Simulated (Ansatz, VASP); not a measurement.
**Two plane-wave programs on Al2O**

```xyz
6
Lattice="2.6438 0.0000 0.0000 0.0000 2.6438 0.0000 0.0000 0.0000 13.9323" Properties=species:S:1:pos:R:3 pbc="T T T"
Al    0.0000    0.0000   11.6692
Al    0.0000    0.0000    2.2631
Al    0.0000    0.0000    6.9661
Al    1.3219    1.3219    0.0000
O     1.3219    1.3219    2.9084
O     1.3219    1.3219   11.0239
```

Change from the starting cell: species swapped into the Fe2Si type (P4/mmm, No. 123).

Alike in both runs: functional PBE; k mesh 6 × 6 × 2; occupations gaussian, width 0.1 eV; no spin polarisation.

Ansatz relaxed the structure, and its values are those at the end. VASP's run is a single point on that final structure, the one shown.

|  | VASP | Ansatz |
| --- | --- | --- |
| version | VASP 6.6.1 | Ansatz 0.2.0 |
| potentials or method | VASP PAW PBE potentials, release 64 (Al, O), cutoff 520 eV | scalar-relativistic, plane waves, PAW |
| valence electrons in the cell | 24 | 24 |

```csv
,VASP,Ansatz,Ansatz less VASP
gap on the k mesh at the Fermi level (eV),none,none,-
pressure (GPa),0.0,0.0,+0.05
rms of the force components (eV/Å),0.008,0.002,-0.0051
```

A gap of «none» marks a metal or a gap that the smearing closes.

The k mesh is coarse, so the values compare programs but aren't converged.
